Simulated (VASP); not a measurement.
Wanted: the native input for a VASP 6.6.1 run.

```
Task                   : relaxation of cell and atoms
Functional             : r2SCAN
Potentials or basis    : VASP PAW PBE potentials, release 64 (Mg)
Cutoff                 : 600 eV
k mesh                 : 6 × 6 × 4
Occupations            : gaussian, width 0.1 eV
Spin                   : no spin polarisation
Dipole correction      : no
Further INCAR settings : ALGO = Normal; EDIFF = 1e-06; IBRION = 2; EDIFFG = -0.04; NSW = 90; ISIF = 3
```

Mg:

```
CELL_PARAMETERS angstrom
1.77373 -5.62665 0.00000
1.77373 5.62665 0.00000
0.00000 0.00000 4.69423
ATOMIC_POSITIONS crystal
Mg 0.09800 0.90200 0.91000
Mg 0.59800 0.40200 0.59000
Mg 0.90200 0.09800 0.09000
Mg 0.40200 0.59800 0.41000
```

These files were run (other wordings do the same):

POSCAR

```
Mg
1.0
    1.7737339958     -5.6266486271      0.0000000000
    1.7737339958      5.6266486271      0.0000000000
    0.0000000000      0.0000000000      4.6942325689
Mg
4
Direct
    0.0980000000      0.9020000000      0.9100000000
    0.5980000000      0.4020000000      0.5900000000
    0.9020000000      0.0980000000      0.0900000000
    0.4020000000      0.5980000000      0.4100000000
```

INCAR.step1

```
SYSTEM = Mg
  PREC = Accurate
  ENCUT = 600
  ISMEAR = 0
  SIGMA = 0.1
  LREAL = .FALSE.
  LASPH = .TRUE.
  NELM = 100
  GGA = PE
  ALGO = Normal
  EDIFF = 1E-4
  LWAVE = .TRUE.
  LCHARG = .FALSE.
```

INCAR.step2

```
SYSTEM = Mg
  PREC = Accurate
  ENCUT = 600
  EDIFF = 1E-6
  ISMEAR = 0
  SIGMA = 0.1
  LREAL = .FALSE.
  LASPH = .TRUE.
  NELM = 100
  ALGO = Normal
  ISIF = 3
  LWAVE = .FALSE.
  LCHARG = .FALSE.
  METAGGA = R2SCAN
  LMIXTAU = .TRUE.
  IBRION = 2
  NSW = 90
  EDIFFG = -0.04
  ISTART = 1
```

KPOINTS

```
regular mesh
0
G
  6 6 4
  0 0 0
```

Potentials or basis: VASP PAW PBE potentials, release 64 (Mg).

Run with:

```sh
$ cat potpaw_PBE.64/Mg/POTCAR > POTCAR
$ cp INCAR.step1 INCAR
$ mpirun -np 1 vasp_std > vasp.out
$ cp INCAR.step2 INCAR
$ mpirun -np 1 vasp_std > vasp.out
```

It gave:

```yaml
Relaxed_volume: 23.77 Å³/atom
Relaxed_cell: a = 5.892 Å, b = 5.892 Å, c = 5.324 Å, α = 90.00°, β = 90.00°, γ = 149.05°
Space_group_after_relaxing_to_0.05_Å: Fmmm (No. 69)
Energy_gained_by_relaxing: 1366.0 meV/atom
Ionic_steps: 26
Pressure_after_relaxing: 0.0 GPa
Largest_force_after_relaxing: 0.028 eV/Å
Band_gap_on_the_k_mesh: zero (band 4 reaches 3.07 eV, above the bottom of band 5 at 1.05 eV)
```

Caveat: the PAW data sets were made with another functional, which shifts forces and pressure a little.

It took 44 min on 1 thread of Intel(R) Xeon(R) Platinum 8259CL CPU @ 2.50GHz (Skylake/Cascade Lake), with other jobs on the host, peak memory 0.34 GiB.
